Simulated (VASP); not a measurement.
# InGaPb3 (Pm-3m) in VASP: notebook, part 2 of 2

VASP 6.6.1. Earlier steps stand in the parts before.

## 4. Relaxation of cell and atoms, PBE

This run uses another cell than the first one, of 40.04 Å³/atom.

The input, INCAR:

```
PREC     = Accurate       # precision mode
ENCUT    = 600            # plane-wave cutoff, eV
EDIFF    = 1E-6           # SCF threshold, eV
ISMEAR   = 0              # smearing method
SIGMA    = 0.1            # smearing width, eV
LREAL    = F              # projectors in reciprocal space
LASPH    = T              # aspherical terms in the spheres
NELM     = 80             # most SCF steps
ALGO     = Fast           # electronic algorithm
ISIF     = 3              # what is computed and relaxed
LWAVE    = F              # write WAVECAR
LCHARG   = F              # write CHGCAR
GGA      = PE             # functional
IBRION   = 2              # ionic algorithm
NSW      = 100            # ionic steps
EDIFFG   = -0.01          # ionic threshold
```

The input, KPOINTS:

```
regular mesh
0
Gamma
  6 6 6
```

The input, POSCAR:

```
InGaPb3
1.0
    5.8497809331      0.0000000000      0.0000000000
    0.0000000000      5.8497809331      0.0000000000
    0.0000000000      0.0000000000      5.8497809331
In Ga Pb
1 1 3
Direct
    0.5000000000      0.5000000000      0.5000000000
    0.0000000000      0.0000000000      0.0000000000
    0.0000000000      0.5000000000      0.5000000000
    0.5000000000      0.0000000000      0.5000000000
    0.5000000000      0.5000000000      0.0000000000
```

Potentials or basis: VASP PAW PBE potentials, release 64 (In_d, Ga_d, Pb_d).

Launch:

```
$ cat potpaw_PBE.64/In_d/POTCAR potpaw_PBE.64/Ga_d/POTCAR potpaw_PBE.64/Pb_d/POTCAR > POTCAR
$ mpirun -np 1 vasp_std > vasp.out
```

OUTCAR:

```text
PREC = Accurate
   ENCUT = 600
   EDIFF = 1E-6
   ISMEAR = 0
   LREAL = F
   LASPH = T
   NELM = 80
   ISIF = 3
   GGA = PE
   IBRION = 2
   NSW = 100
   EDIFFG = -0.01

 ion  position               nearest neighbor table
   1  0.500  0.500  0.500-   3 2.92   4 2.92   5 2.92   5 2.92   4 2.92   3 2.92
   2  0.000  0.000  0.000-
   3  0.000  0.500  0.500-   1 2.92   1 2.92   5 4.14   5 4.14   4 4.14   4 4.14   4 4.14   5 4.14
                             5 4.14   4 4.14
   4  0.500  0.000  0.500-   1 2.92   1 2.92   5 4.14   5 4.14   3 4.14   3 4.14   5 4.14   5 4.14
                             3 4.14   3 4.14
   5  0.500  0.500  0.000-   1 2.92   1 2.92   4 4.14   3 4.14   3 4.14   4 4.14   4 4.14   4 4.14
                             3 4.14   3 4.14

  LATTYP: Found a simple cubic cell.
 ALAT       =     5.8497809331

  Lattice vectors:

 A1 = (   5.8497809331,   0.0000000000,   0.0000000000)
 A2 = (   0.0000000000,   5.8497809331,   0.0000000000)
 A3 = (   0.0000000000,   0.0000000000,   5.8497809331)

Analysis of symmetry for initial positions (statically):
=====================================================================
 Subroutine PRICEL returns:
 Original cell was already a primitive cell.

 Routine SETGRP: Setting up the symmetry group for a
 simple cubic supercell.

 Subroutine GETGRP returns: Found 48 space group operations
 (whereof 48 operations were pure point group operations)
 out of a pool of 48 trial point group operations.

The static configuration has the point symmetry O_h .

Analysis of symmetry for dynamics (positions and initial velocities):
=====================================================================
 Subroutine PRICEL returns:
 Original cell was already a primitive cell.

 Routine SETGRP: Setting up the symmetry group for a
 simple cubic supercell.

 Subroutine GETGRP returns: Found 48 space group operations
 (whereof 48 operations were pure point group operations)
 out of a pool of 48 trial point group operations.

The dynamic configuration has the point symmetry O_h .

 Subroutine INISYM returns: Found 48 space group operations
 (whereof 48 operations are pure point group operations),
 and found     1 'primitive' translations

----------------------------------------------------------------------------------------

                                     Primitive cell

  volume of cell :     200.1791

  direct lattice vectors                    reciprocal lattice vectors
     5.849780933  0.000000000  0.000000000     0.170946572  0.000000000  0.000000000
     0.000000000  5.849780933  0.000000000     0.000000000  0.170946572  0.000000000
     0.000000000  0.000000000  5.849780933     0.000000000  0.000000000  0.170946572

  length of vectors
     5.849780933  5.849780933  5.849780933     0.170946572  0.170946572  0.170946572

  position of ions in fractional coordinates (direct lattice)
     0.500000000  0.500000000  0.500000000
     0.000000000  0.000000000  0.000000000
     0.000000000  0.500000000  0.500000000
     0.500000000  0.000000000  0.500000000
     0.500000000  0.500000000  0.000000000

  ion indices of the primitive-cell ions
   primitive index   ion index
                 1           1
                 2           2
                 3           3
                 4           4
                 5           5

----------------------------------------------------------------------------------------

 KPOINTS: regular mesh

Automatic generation of k-mesh.
 Grid dimensions read from file:
 generate k-points for:    6    6    6

 Generating k-lattice:

  Cartesian coordinates                     Fractional coordinates (reciprocal lattice)
     0.028491095  0.000000000  0.000000000     0.166666667  0.000000000  0.000000000
     0.000000000  0.028491095  0.000000000     0.000000000  0.166666667  0.000000000
     0.000000000  0.000000000  0.028491095     0.000000000  0.000000000  0.166666667

  Length of vectors
     0.028491095  0.028491095  0.028491095

  Shift w.r.t. Gamma in fractional coordinates (k-lattice)
     0.000000000  0.000000000  0.000000000

 Subroutine IBZKPT returns following result:
 ===========================================

 Found     20 irreducible k-points:

 Following reciprocal coordinates:
            Coordinates               Weight
  0.000000  0.000000  0.000000      1.000000
  0.166667  0.000000  0.000000      6.000000
  0.333333  0.000000  0.000000      6.000000
  0.500000  0.000000  0.000000      3.000000
  0.166667  0.166667  0.000000     12.000000
  0.333333  0.166667  0.000000     24.000000
[... 12 lines left out ...]
  0.500000  0.500000  0.333333      6.000000
  0.500000  0.500000  0.500000      1.000000
   k-points           NKPTS =     20   k-points in BZ     NKDIM =     20   number of bands    NBANDS=     40
   number of dos      NEDOS =    301   number of ions     NIONS =      5
   total plane-waves  NPLWV = 110592
   dimension x,y,z NGX =    48 NGY =   48 NGZ =   48
   dimension x,y,z NGXF=    96 NGYF=   96 NGZF=   96
   ions per type =               1   1   3
   NGX,Y,Z   is equivalent  to a cutoff of  13.64, 13.64, 13.64 a.u.
   NGXF,Y,Z  is equivalent  to a cutoff of  27.28, 27.28, 27.28 a.u.
 SYSTEM =  unknown system
   PREC   = accura    normal or accurate (medium, high low for compatibility)
   ISTART =      0    job   : 0-new  1-cont  2-samecut
   ICHARG =      2    charge: 1-file 2-atom 10-const
   ISPIN  =      1    spin polarized calculation?
   LNONCOLLINEAR =      F non collinear calculations
   LSORBIT =      F    spin-orbit coupling
   LASPH  =      T    aspherical Exc in radial PAW
   ENCUT  =  600.0 eV  44.10 Ry    6.64 a.u.  11.68 11.68 11.68*2*pi/ulx,y,z
   NELM   =     80;   NELMIN=  2; NELMDL= -5     # of ELM steps
   EDIFF  = 0.1E-05   stopping-criterion for ELM
   LREAL  =      F    real-space projection
   EDIFFG = -.1E-01   stopping-criterion for IOM
   NSW    =    100    number of steps for IOM
   IBRION =      2    ionic relax: 0-MD 1-quasi-New 2-CG
   NFREE  =      1    steps in history (QN), initial steepest desc. (CG)
   ISIF   =      3    stress and relaxation
   ISYM   =      2    0-nonsym 1-usesym 2-fastsym
   POTIM  = 0.5000    time-step for ionic-motion
   TEBEG  =    0.0;   TEEND  =   0.0 temperature during run
   PSTRESS=    0.0 pullay stress
   NELECT =      68.0000    total number of electrons
   NUPDOWN=      -1.0000    fix difference up-down
   EMIN   =  10.00;   EMAX   =-10.00  energy-range for DOS
   EFERMI =   0.00;   METHOD = LEGACY
   ISMEAR =     0;   SIGMA  =   0.10  broadening in eV -4-tet -1-fermi 0-gaus
   EFERMI_NEDOS =   21; number of points for ismear=-14 and -15
   IALGO  =     68    algorithm
   IMIX   =      4    mixing-type and parameters
     AMIX     =   0.40;   BMIX     =  1.00
     AMIX_MAG =   1.60;   BMIX_MAG =  1.00
  volume/ion in A,a.u.               =      40.04       270.18
  Fermi-wavevector in a.u.,A,eV,Ry     =   1.142277  2.158591 17.752846  1.304797
  Thomas-Fermi vector in A             =   2.278976
   LORBIT       =      0    0 simple, 1 ext, 2 COOP (PROOUT), +10 PAW based schemes
   GGA     = PE    functional components
   LHFCALC =     F    Hartree Fock is set to
   AEXX    =    0.0000 exact exchange contribution
   IVDW    =     0    specifies the selected vdW correction
   LEPSILON=     F    determine dielectric tensor
   LRPA    =     F    only Hartree local field effects (RPA)
 conjugate gradient relaxation of ions
 non-spin polarized calculation
 RMM-DIIS sequential band-by-band and
 Gauss-broadening in eV      SIGMA  =   0.10
  energy-cutoff  :      600.00
  volume of cell :      200.18
 maximum number of plane-waves:      6728
 NGX is ok and might be reduce to    48
   NGX = 23   NGY = 23   NGZ = 23

--------------------------------------- Ionic step        1  -------------------------------------------

 number of electron      67.9999971 magnetization

 Free energy of the ion-electron system (eV)
  ---------------------------------------------------
  ext. energy  EPLUGINS =         0.00000000
  ---------------------------------------------------
  free energy    TOTEN  =       -13.30470167 eV

  energy without entropy =      -13.28359524  energy(sigma->0) =      -13.29414846

------------------------ aborting loop because EDIFF is reached ----------------------------------------

  FORCE on cell =-STRESS in cart. coord.  units (eV):
  Direction    XX          YY          ZZ          XY          YZ          ZX
  --------------------------------------------------------------------------------------
  -------------------------------------------------------------------------------------
  Total       -0.4284570     -0.4284570     -0.4284570      0.0000000      0.0000000     -0.0000000
  in kB       -3.4292492     -3.4292492     -3.4292492      0.0000000      0.0000000     -0.0000000
  external PRESSURE =      -3.4292492 kB  Pullay stress =       0.0000000 kB
[... 63 lines left out ...]
  energy  without entropy=      -13.2882946059  energy(sigma->0) =      -13.29829423

--------------------------------------- Ionic step        3  -------------------------------------------

 number of electron      68.0000003 magnetization

 Free energy of the ion-electron system (eV)
  ---------------------------------------------------
  ext. energy  EPLUGINS =         0.00000000
  ---------------------------------------------------
  free energy    TOTEN  =       -13.30855927 eV

  energy without entropy =      -13.28911436  energy(sigma->0) =      -13.29883681

 E-fermi :   3.8264     XC(G=0):  -8.5109

 val. band max:        3.8146350206   @ k =   0.5000   0.3333   0.0000
 cond. band min:       3.9305206549   @ k =   0.3333   0.1667   0.1667
 fundamental gap:      0.1158856343
 Fermi energy:         3.8264302841

 k-point     1 :       0.0000    0.0000    0.0000
  band No.  band energies     occupation
      1     -13.5228      2.00000
      2     -13.5228      2.00000
      3     -13.5053      2.00000
      4     -13.4068      2.00000
      5     -13.4068      2.00000
      6     -13.4068      2.00000
[... 881 lines left out ...]
  FREE ENERGIE OF THE ION-ELECTRON SYSTEM (eV)
  ---------------------------------------------------
  free  energy   TOTEN  =       -13.3085592666 eV

  energy  without entropy=      -13.2891143571  energy(sigma->0) =      -13.29883681

 reached required accuracy - stopping structural energy minimisation
```

Wall time 13 min (1 thread of AMD EPYC 7R43 (Zen 3), shared host); peak memory 0.44 GiB.

Results:

| Item | Value |
| --- | --- |
| Free energy | -13.3086 eV |
| Relaxed volume | 39.30 Å³/atom |
| Relaxed cell | a = 5.814 Å, b = 5.814 Å, c = 5.814 Å, α = 90.00°, β = 90.00°, γ = 90.00° |
| Space group after relaxing (to 0.1 Å) | Pm-3m (No. 221) |
| Energy gained by relaxing | 0.8 meV/atom |
| Ionic steps | 3 |
| Pressure after relaxing | 0.0 GPa |
| Band gap on the k mesh | zero (bands 34 and 35 overlap by 2.48 eV) |

Step by step:
```tsv
step	energy change (eV)	largest force (eV/Å)	pressure (GPa)	volume (Å³)
1	0.0000	0.0000	-0.34	200.18
2	-0.0036	0.0000	-0.12	197.71
3	-0.0039	0.0000	0.04	196.51
```

Final structure:
```yaml
crystal:
  lattice:
    - [5.81377, 0.00000, 0.00000]
    - [0.00000, 5.81377, 0.00000]
    - [0.00000, 0.00000, 5.81377]
  atoms:
    - { symbol: In, position: [0.50000, 0.50000, 0.50000] }
    - { symbol: Ga, position: [0.00000, 0.00000, 0.00000] }
    - { symbol: Pb, position: [0.00000, 0.50000, 0.50000] }
    - { symbol: Pb, position: [0.50000, 0.00000, 0.50000] }
    - { symbol: Pb, position: [0.50000, 0.50000, 0.00000] }
```

Caveat: spin-orbit coupling is left out, which moves the levels of the heavy elements.

## 5. The runs side by side

```csv
task,cell,k mesh,cutoff (eV),gap on the mesh (eV),pressure (GPa),relaxed volume (Å³/atom)
relaxation of cell and atoms,"relaxed from a = 4.949 Å, 5 atoms",4 × 4 × 4,600,none,0.0,40.15
single point,"a = 5.839 Å, 5 atoms",8 × 8 × 8,520,none,0.0,-
relaxation of cell and atoms,"relaxed from a = 5.850 Å, 5 atoms",6 × 6 × 6,600,none,0.0,39.30
```

Alike in all rows: level PBE; potentials or basis VASP PAW PBE potentials, release 64 (In_d, Ga_d, Pb_d); no spin polarisation; smearing gaussian 0.1 eV.

Caveats: spin-orbit coupling is left out, which moves the levels of the heavy elements; the volume moved by over 15 % at a fixed basis, so the end points are rough (at least some runs).

Absolute energies hang on the potentials; compare differences alone.

The gap in the log of VASP goes by the Fermi energy; the results here count the filled bands.